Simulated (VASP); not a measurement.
A run of VASP 6.6.1 is set up as follows.

File POSCAR:

```
NiO
1.0
    0.0000000000      2.0859016414      2.0859016414
    2.0859016414      0.0000000000      2.0859016414
    2.0859016414      2.0859016414      0.0000000000
Ni O
1 1
Direct
    0.0000000000      0.0000000000      0.0000000000
    0.5000000000      0.5000000000      0.5000000000
```

INCAR.step1

```
PREC     = Accurate       # precision mode
ENCUT    = 520            # plane-wave cutoff, eV
EDIFF    = 1E-6           # SCF threshold, eV
ISMEAR   = -1             # smearing method
SIGMA    = 0.05           # smearing width, eV
LREAL    = False          # projectors in reciprocal space
LASPH    = True           # aspherical terms in the spheres
NELM     = 150            # most SCF steps
ALGO     = Normal         # electronic algorithm
ISIF     = 2              # what is computed and relaxed
LWAVE    = False          # write WAVECAR
LCHARG   = True           # write CHGCAR
ISPIN    = 2              # spin polarisation
MAGMOM   = 1 0            # initial moments
LMAXMIX  = 4              # l up to which the mixer works
GGA      = CA             # functional
NBANDS   = 19             # bands
```

Contents of KPOINTS.step1:

```
regular mesh
0
Gamma
  11 11 11
```

File INCAR.step2:

```
PREC     = Accurate       # precision mode
ENCUT    = 520            # plane-wave cutoff, eV
EDIFF    = 1E-6           # SCF threshold, eV
ISMEAR   = -5             # smearing method
SIGMA    = 0.05           # smearing width, eV
LREAL    = False          # projectors in reciprocal space
LASPH    = True           # aspherical terms in the spheres
NELM     = 150            # most SCF steps
ALGO     = Normal         # electronic algorithm
ISIF     = 2              # what is computed and relaxed
LWAVE    = False          # write WAVECAR
LCHARG   = False          # write CHGCAR
ISPIN    = 2              # spin polarisation
MAGMOM   = 1 0            # initial moments
LORBIT   = 11             # projections on sites
LMAXMIX  = 4              # l up to which the mixer works
GGA      = CA             # functional
NBANDS   = 19             # bands
NEDOS    = 2001           # points of the DOS
ICHARG   = 11             # starting density
```

The input KPOINTS.step2:

```
regular mesh
0
Gamma
  17 17 17
```

Potentials or basis: VASP PAW LDA potentials, release 64 (Ni, O).

Launch:

```bash
$ cat potpaw_LDA.64/Ni/POTCAR potpaw_LDA.64/O/POTCAR > POTCAR
$ cp INCAR.step1 INCAR
$ cp KPOINTS.step1 KPOINTS
$ mpirun -np 1 vasp_std > vasp.out
$ cp INCAR.step2 INCAR
$ cp KPOINTS.step2 KPOINTS
$ mpirun -np 1 vasp_std > vasp.out
```

Task: What does it give for the site moments?

Result: Ni +0.18; O +0.03 μB.

Task: Predict the net moment.

Result: 0.24 μB per cell.
